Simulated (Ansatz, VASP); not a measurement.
## One calculation of Zr, two programs

File INCAR:

```
ALGO = Normal ; EDIFF = 1E-6
ENCUT = 520 ; GGA = CA
ISIF = 2 ; ISMEAR = -1
LASPH = True ; LCHARG = False
LREAL = False ; LWAVE = False
NBANDS = 19 ; NELM = 80
PREC = Accurate ; SIGMA = 0.03
```

KPOINTS

```
k-points
0
Gamma
  13 13 7
```

File POSCAR:

```
Zr
1.0
    3.1660205622      0.0000000000      0.0000000000
   -1.5830102810      2.7418542357      0.0000000000
    0.0000000000      0.0000000000      5.0419297016
Zr
2
Direct
    0.3333333333      0.6666666667      0.2500000000
    0.6666666667      0.3333333333      0.7500000000
```

Input for Ansatz:

```yaml
crystal:
  lattice:
    - [3.1660205622, 0.0, 0.0]
    - [-1.583010281, 2.7418542357, 0.0]
    - [0.0, 0.0, 5.0419297016]
  atoms:
    - { symbol: Zr, position: [0.3333333333, 0.6666666667, 0.25] }
    - { symbol: Zr, position: [0.6666666667, 0.3333333333, 0.75] }
kpoints:
  mp_grid: { grid: [13, 13, 7] }
  band_path:
    path:
      - [0.0, 0.0, 0.0]
      - [0.5, 0.0, 0.0]
      - [0.3333333333, 0.3333333333, 0.0]
      - [0.0, 0.0, 0.0]
      - [0.0, 0.0, 0.5]
      - [0.5, 0.0, 0.5]
      - [0.3333333333, 0.3333333333, 0.5]
      - [0.0, 0.0, 0.5]
      - [0.5, 0.0, 0.5]
    npoints: 5
scf:
  occupations: { method: fermi_dirac, width: 0.03 }
hamiltonian:
  xc: lda
  pseudopotentials: { kind: all_electron, lapw: { basis_error: 0.00025 } }
output:
  forces: true
  stress: true
  eigenvalues: true
```

Change from the starting cell: volume scaled by 0.94.

Alike in both runs: task single point; functional LDA; k mesh 13 × 13 × 7; occupations fermi-dirac, width 0.03 eV; no spin polarisation.

|  | VASP | Ansatz |
| --- | --- | --- |
| version | VASP 6.6.1 | Ansatz 0.2.0 |
| potentials or method | VASP PAW LDA potentials, release 64 (Zr_sv), cutoff 520 eV | all-electron LAPW, scalar-relativistic |

```csv
,VASP,Ansatz,Ansatz less VASP
pressure (GPa),-0.3,-0.4,-0.07
"traceless stress, the component that is largest in VASP (GPa)",0.80,0.78,-0.025
```

LDA's correlation is that of Perdew and Zunger in VASP and of Perdew and Wang (1992) in Ansatz. Ansatz ran all-electron here, and VASP with PAW potentials.
